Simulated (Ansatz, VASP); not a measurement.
# KF: VASP beside Ansatz

```
K F
1.0
     0.00000    2.58172    2.48491
     2.58172    0.00000    2.48491
     2.58172    2.58172    0.00000
K F
1 1
Direct
  0.00000 0.00000 0.00000
  0.50000 0.50000 0.50000
```

Change from the starting cell: normal strain along x +0.0000, normal strain along z -0.0375.

Alike in both runs: task single point; functional LDA; k mesh 8 × 8 × 8; occupations gaussian, width 0.05 eV; no spin polarisation.

```csv
,VASP,Ansatz
version,VASP 6.6.1,Ansatz 0.2.0
potentials or method,"VASP PAW LDA potentials, release 64 (K_sv, F), cutoff 520 eV","scalar-relativistic, plane waves, PAW"
valence electrons in the cell,16,16
```

```csv
,VASP,Ansatz,Ansatz less VASP
gap on the k mesh at the Fermi level (eV),6.47,6.49,+0.020
least direct gap on the mesh (eV),6.48,6.50,+0.022
pressure (GPa),2.3,2.0,-0.32
"traceless stress, the component that is largest in VASP (GPa)",2.79,2.65,-0.137
```

LDA's correlation is that of Perdew and Zunger in VASP and of Perdew and Wang (1992) in Ansatz.
